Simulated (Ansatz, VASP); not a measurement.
**One calculation of Ta2W, two programs**

INCAR

```
ALGO     = Normal         # electronic algorithm
EDIFF    = 1E-7           # SCF threshold, eV
ENCUT    = 520            # plane-wave cutoff, eV
GGA      = PE             # functional
ISIF     = 2              # what is computed and relaxed
ISMEAR   = 0              # smearing method
LASPH    = True           # aspherical terms in the spheres
LCHARG   = False          # write CHGCAR
LREAL    = False          # projectors in reciprocal space
LWAVE    = False          # write WAVECAR
NBANDS   = 25             # bands
NELM     = 100            # most SCF steps
PREC     = Accurate       # precision mode
SIGMA    = 0.1            # smearing width, eV
```

KPOINTS

```
k-points
0
Gamma
  6 6 4
```

POSCAR

```
Ta2W
1.0
    2.8832532300      0.0000000000      0.0000000000
   -1.4416266100      2.4969705400      0.0000000000
    0.0000000000      0.0000000000      7.0624992100
Ta W
2 1
Direct
    0.6666666700      0.3333333300      0.8333333300
    0.3333333300      0.6666666700      0.1666666700
    0.0000000000      0.0000000000      0.5000000000
```

Input for Ansatz:

```yaml
crystal:
  lattice:
    - [2.88325323, 0.0, 0.0]
    - [-1.44162661, 2.49697054, 0.0]
    - [0.0, 0.0, 7.06249921]
  atoms:
    - { symbol: Ta, position: [0.66666667, 0.33333333, 0.83333333] }
    - { symbol: Ta, position: [0.33333333, 0.66666667, 0.16666667] }
    - { symbol: W, position: [0.0, 0.0, 0.5] }
basis:
  ecutwfc: 420
kpoints:
  mp_grid: { grid: [6, 6, 4] }
hamiltonian:
  xc: pbe
scf:
  occupations: { method: gaussian, width: 0.1 }
  lower_state_search: "off"
output:
  forces: true
  stress: true
  eigenvalues: true
```

Alike in both runs: task single point; functional PBE; k mesh 6 × 6 × 4; occupations gaussian, width 0.1 eV; no spin polarisation.

|  | VASP | Ansatz |
| --- | --- | --- |
| version | VASP 6.6.1 | Ansatz 0.2.0 |
| potentials or method | VASP PAW PBE potentials, release 64 (Ta_pv, W_sv), cutoff 520 eV | scalar-relativistic, plane waves, PAW |
| valence electrons in the cell | 36 | 40 |

|  | VASP | Ansatz | Ansatz less VASP |
| --- | --- | --- | --- |
| gap on the k mesh at the Fermi level (eV) | none | none | - |
| pressure (GPa) | 14.3 | 14.0 | -0.25 |
| traceless stress, the component that is largest in VASP (GPa) | -0.40 | -0.46 | -0.058 |
| rms of the force components (eV/Å) | 0.195 | 0.199 | +0.0040 |

Atom by atom the forces differ by 0.004 eV/Å (rms over components). A gap of «none» marks a metal or a gap that the smearing closes. VASP's potentials hold 36 valence electrons a cell and Ansatz's 40, so a difference there can come from the potentials and not from the codes.

The k mesh is coarse, so the values compare programs but aren't converged. Neither program's run includes spin-orbit coupling.
